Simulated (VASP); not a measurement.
The system is Si.

```
CELL_PARAMETERS angstrom
4.99080 -0.03135 0.06804
-0.03135 5.11764 -0.05100
0.06804 -0.05100 5.17444
ATOMIC_POSITIONS crystal
Si 0.22792 0.26872 0.26324
Si 0.25842 0.26080 0.72600
Si 0.25468 0.74718 0.29547
Si 0.26354 0.76489 0.76069
Si 0.74161 0.22046 0.22200
Si 0.73092 0.27389 0.73496
Si 0.75007 0.73722 0.24759
Si 0.77284 0.72685 0.75006
```

| Property | Result |
| --- | --- |
| Program | VASP 6.6.1 |
| Task | relaxation of cell and atoms |
| Functional | PBE |
| Potentials or basis | VASP PAW PBE potentials, release 64 (Si) |
| Cutoff | 600 eV |
| k mesh | 4 × 4 × 4 |
| Occupations | gaussian, width 0.2 eV |
| Spin | no spin polarisation |

At the start: pressure 0.4 GPa; volume 16.51 Å³/atom.

Question: Where does the relaxation end?

Answer: Over 57 steps the energy falls by 74.5 meV/atom and the volume is 16.26 Å³/atom (-1.5 %); space group P2_1/m (No. 11, to 0.05 Å).

Step by step:
| step | energy change (eV) | largest force (eV/Å) | pressure (GPa) | volume (Å³) |
| --- | --- | --- | --- | --- |
| 1 | 0.0000 | 1.0463 | 0.41 | 132.12 |
| 3 | -0.2551 | 0.1785 | -2.31 | 133.84 |
| 5 | -0.2830 | 0.1553 | -0.13 | 130.72 |
| 7 | -0.2908 | 0.1508 | 0.21 | 130.03 |
| 9 | -0.3064 | 0.1725 | -0.55 | 130.75 |
| 11 | -0.3213 | 0.1423 | 0.12 | 129.61 |
| 13 | -0.3261 | 0.1796 | 0.78 | 128.59 |
| 15 | -0.3401 | 0.2021 | 0.62 | 128.48 |
| 17 | -0.3393 | 0.5044 | 0.41 | 127.90 |
| 19 | -0.3720 | 0.2969 | 0.02 | 128.54 |
| 21 | -0.4158 | 0.2775 | -0.05 | 128.33 |
| 23 | -0.4391 | 0.1997 | 0.26 | 127.57 |
| 25 | -0.4696 | 0.1704 | -0.36 | 127.50 |
| 27 | -0.4888 | 0.2083 | -0.70 | 127.38 |
| 29 | -0.5023 | 0.1860 | 0.10 | 126.20 |
| 31 | -0.5120 | 0.1909 | 0.14 | 126.12 |
| 33 | -0.5108 | 0.3882 | -0.63 | 128.27 |
| 35 | -0.5311 | 0.1991 | -0.12 | 127.07 |
| 37 | -0.5496 | 0.1899 | 0.16 | 127.37 |
| 39 | -0.5657 | 0.1338 | -0.06 | 128.41 |
| 41 | -0.5787 | 0.1121 | 0.07 | 128.78 |
| 43 | -0.5887 | 0.0971 | 0.04 | 129.37 |
| 45 | -0.5917 | 0.0663 | -0.09 | 129.67 |
| 47 | -0.5935 | 0.0615 | 0.16 | 129.58 |
| 49 | -0.5946 | 0.0450 | -0.01 | 129.88 |
| 51 | -0.5955 | 0.0319 | 0.01 | 129.99 |
| 53 | -0.5958 | 0.0312 | -0.04 | 130.09 |
| 55 | -0.5960 | 0.0254 | 0.05 | 130.04 |
| 57 | -0.5963 | 0.0173 | 0.03 | 130.12 |

Final structure:
```yaml
crystal:
  lattice:
    - [4.76606, -0.00070, 0.00062]
    - [0.00111, 5.17939, -0.08145]
    - [-0.00209, -0.09461, 5.27257]
  atoms:
    - { symbol: Si, position: [0.24980, 0.18663, 0.15511] }
    - { symbol: Si, position: [0.24999, 0.34662, 0.71316] }
    - { symbol: Si, position: [0.24991, 0.73386, 0.34890] }
    - { symbol: Si, position: [0.25002, 0.81387, 0.80215] }
    - { symbol: Si, position: [0.74989, 0.18495, 0.19768] }
    - { symbol: Si, position: [0.75020, 0.26684, 0.65046] }
    - { symbol: Si, position: [0.75016, 0.65218, 0.28684] }
    - { symbol: Si, position: [0.75004, 0.81506, 0.84570] }
```
